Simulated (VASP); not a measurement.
# Co (Im-3m) in VASP: a series of runs, part 2 of 2

VASP 6.6.1. The steps go on from the part before.

## (4) Single point, BLYP (volume scaled by 0.88)

Input file INCAR:

```
SYSTEM = Co
AGGAC = 1.0
AGGAX = 1.0
ALDAC = 0.0
ALDAX = 1.0
ALGO = Normal
EDIFF = 1E-6
ENCUT = 520
GGA = B5
ISIF = 2
ISMEAR = -1
LASPH = .TRUE.
LCHARG = .FALSE.
LREAL = .FALSE.
LWAVE = .FALSE.
NBANDS = 10
NELM = 60
PREC = Accurate
SIGMA = 0.1
```

Input file KPOINTS:

```
k-points
0
G
  18 18 18
  0 0 0
```

Input file POSCAR:

```
Co
1.0
   -1.3451712529      1.3451712529      1.3451712529
    1.3451712529     -1.3451712529      1.3451712529
    1.3451712529      1.3451712529     -1.3451712529
Co
1
Direct
    0.0000000000      0.0000000000      0.0000000000
```

Potentials or basis: VASP PAW PBE potentials, release 64 (Co).

Started as:

```sh
> cat potpaw_PBE.64/Co/POTCAR > POTCAR
> mpirun -np 1 vasp_std > vasp.out
```

OUTCAR:

```text
SYSTEM = Co
   EDIFF = 1E-6
   ENCUT = 520
   GGA = B5
   ISIF = 2
   ISMEAR = -1
   LASPH = .TRUE.
   LREAL = .FALSE.
   NELM = 60
   PREC = Accurate

 ion  position               nearest neighbor table
   1  0.000  0.000  0.000-

  LATTYP: Found a body centered cubic cell.
 ALAT       =     2.6903425058

  Lattice vectors:

 A1 = (  -1.3451712529,   1.3451712529,   1.3451712529)
 A2 = (   1.3451712529,  -1.3451712529,   1.3451712529)
 A3 = (   1.3451712529,   1.3451712529,  -1.3451712529)

Analysis of symmetry for initial positions (statically):
=====================================================================
 Subroutine PRICEL returns:
 Original cell was already a primitive cell.

 Routine SETGRP: Setting up the symmetry group for a
 body centered cubic supercell.

 Subroutine GETGRP returns: Found 48 space group operations
 (whereof 48 operations were pure point group operations)
 out of a pool of 48 trial point group operations.

The static configuration has the point symmetry O_h .

Analysis of symmetry for dynamics (positions and initial velocities):
=====================================================================
 Subroutine PRICEL returns:
 Original cell was already a primitive cell.

 Routine SETGRP: Setting up the symmetry group for a
 body centered cubic supercell.

 Subroutine GETGRP returns: Found 48 space group operations
 (whereof 48 operations were pure point group operations)
 out of a pool of 48 trial point group operations.

The dynamic configuration has the point symmetry O_h .

 Subroutine INISYM returns: Found 48 space group operations
 (whereof 48 operations are pure point group operations),
 and found     1 'primitive' translations

[... 108 lines left out ...]
   EFERMI_NEDOS =   21; number of points for ismear=-14 and -15
   IALGO  =     38    algorithm
   IMIX   =      4    mixing-type and parameters
     AMIX     =   0.40;   BMIX     =  1.00
     AMIX_MAG =   1.60;   BMIX_MAG =  1.00
  volume/ion in A,a.u.               =       9.74        65.70
  Fermi-wavevector in a.u.,A,eV,Ry     =   1.594746  3.013632 34.602523  2.543214
  Thomas-Fermi vector in A             =   2.692772
   LORBIT       =      0    0 simple, 1 ext, 2 COOP (PROOUT), +10 PAW based schemes
   GGA     = B5    functional components
   LHFCALC =     F    Hartree Fock is set to
   AEXX    =    0.0000 exact exchange contribution
   IVDW    =     0    specifies the selected vdW correction
   LEPSILON=     F    determine dielectric tensor
   LRPA    =     F    only Hartree local field effects (RPA)
 non-spin polarized calculation
  energy-cutoff  :      520.00
  volume of cell :        9.74
 maximum number of plane-waves:       273
 NGX is ok and might be reduce to    18
   NGX =  9   NGY =  9   NGZ =  9

 number of electron       8.9999994 magnetization

 Free energy of the ion-electron system (eV)
  ---------------------------------------------------
  ext. energy  EPLUGINS =         0.00000000
  ---------------------------------------------------
  free energy    TOTEN  =        -5.56806786 eV

  energy without entropy =       -5.46730004  energy(sigma->0) =       -5.51768395

 E-fermi :  12.2731     XC(G=0): -13.4484

 val. band max:       12.2730596444   @ k =  -0.2222   0.3889   0.0556
 cond. band min:      12.2731591264   @ k =  -0.2222   0.2778   0.0556
 fundamental gap:      0.0000994820
 Fermi energy:        12.2731184895

 k-point     1 :       0.0000    0.0000    0.0000
  band No.  band energies     occupation
      1       3.0085      2.00000
      2      10.2154      2.00000
      3      10.2154      2.00000
      4      10.2154      2.00000
      5      11.9455      1.92718
      6      11.9455      1.92718
      7      39.4543      0.00000
      8      39.4543      0.00000
      9      39.4543      0.00000
     10      45.7681      0.00000
[... 287 lines left out ...]
 k-point    24 :       0.3889    0.1111    0.0000
  band No.  band energies     occupation
      1       7.4579      2.00000
      2       9.0348      2.00000
      3      10.9783      2.00000
      4      11.8694      1.96531
      5      12.4635      0.25932
      6      14.5685      0.00000
      7      21.6938      0.00000
      8      30.2717      0.00000
      9      33.8782      0.00000
     10      39.9689      0.00000

 [... further k-points ...]
[... 5 lines left out ...]
  --------------------------------------------------------------------------------------
  -------------------------------------------------------------------------------------
  Total        2.1277273      2.1277273      2.1277273      0.0000000     -0.0000000      0.0000000
  in kB      350.1336358    350.1336358    350.1336358      0.0000000     -0.0000000      0.0000000
  external PRESSURE =     350.1336358 kB  Pullay stress =       0.0000000 kB

 VOLUME and BASIS-vectors are now :
 -----------------------------------------------------------------------------
  energy-cutoff  :      520.00
  volume of cell :        9.74
      direct lattice vectors                 reciprocal lattice vectors
    -1.345171253  1.345171253  1.345171253     0.000000000  0.371699885  0.371699885
     1.345171253 -1.345171253  1.345171253     0.371699885  0.000000000  0.371699885
     1.345171253  1.345171253 -1.345171253     0.371699885  0.371699885  0.000000000

 POSITION                                       TOTAL-FORCE (eV/Angst)
 -----------------------------------------------------------------------------------
      0.00000      0.00000      0.00000         0.000000      0.000000      0.000000
 -----------------------------------------------------------------------------------
    total drift:                                0.000000      0.000000      0.000000

  FREE ENERGIE OF THE ION-ELECTRON SYSTEM (eV)
  ---------------------------------------------------
  free  energy   TOTEN  =        -5.5680678644 eV

  energy  without entropy=       -5.4673000384  energy(sigma->0) =       -5.51768395
```

stdout:

```text
POSCAR found type information on POSCAR Co
 POSCAR found :  1 types and       1 ions
 scaLAPACK will be used
 -----------------------------------------------------------------------------
|                                                                             |
|                                                                             |
|     You enforced a specific xc type in the INCAR file but a different       |
|     I HOPE YOU KNOW WHAT YOU ARE DOING!                                     |
|                                                                             |
 -----------------------------------------------------------------------------

 LDA part: xc-table for (Slater(with rela. corr.)+VWN5), standard interpolation
 POSCAR, INCAR and KPOINTS ok, starting setup
 FFT: planning ... GRIDC
 FFT: planning ... GRID_SOFT
 FFT: planning ... GRID
 WAVECAR not read
 entering main loop
```

Wall time 12 s (1 thread of Intel Xeon 6975P-C, shared host); peak memory 0.13 GiB.

What came out:

```
Free energy : -5.5681 eV
Pressure    : 35.0 GPa
```

Levels at points of the mesh, in eV from the Fermi level:
```csv
k point,band 2,band 3,band 4,band 5,band 6,band 7,band 8,band 9
"(0.00, 0.00, 0.00)",-2.06,-2.06,-2.06,-0.33,-0.33,27.18,27.18,27.18
"(0.50, 0.00, 0.00)",-3.32,-0.36,-0.10,0.61,1.03,8.55,20.11,22.34
"(0.50, 0.50, 0.50)",-4.80,0.72,0.72,0.72,11.00,11.00,11.00,17.71
```

Caveat: the PAW data sets were made with another functional, which shifts forces and pressure a little; the run has no spin polarisation, though such a crystal can be magnetic.

## (5) Summary

| spin | cell | k mesh | smearing | gap on the mesh (eV) | pressure (GPa) |
| --- | --- | --- | --- | --- | --- |
| collinear, ferromagnetic start | a = 2.566 Å, angles 109.5°, 1 atom | 17 × 17 × 17 | fermi-dirac 0.05 eV | none | -15.7 |
| off | a = 2.431 Å, angles 109.5°, 1 atom | 16 × 16 × 16 | fermi-dirac 0.1 eV | none | -0.2 |
| off | a = 2.330 Å, angles 109.5°, 1 atom | 18 × 18 × 18 | fermi-dirac 0.1 eV | none | 35.0 |

Alike in all rows: task single point; level BLYP; potentials or basis VASP PAW PBE potentials, release 64 (Co); cutoff (eV) 520.

Caveats: the PAW data sets were made with another functional, which shifts forces and pressure a little.

Absolute energies hang on the potentials; compare differences alone.
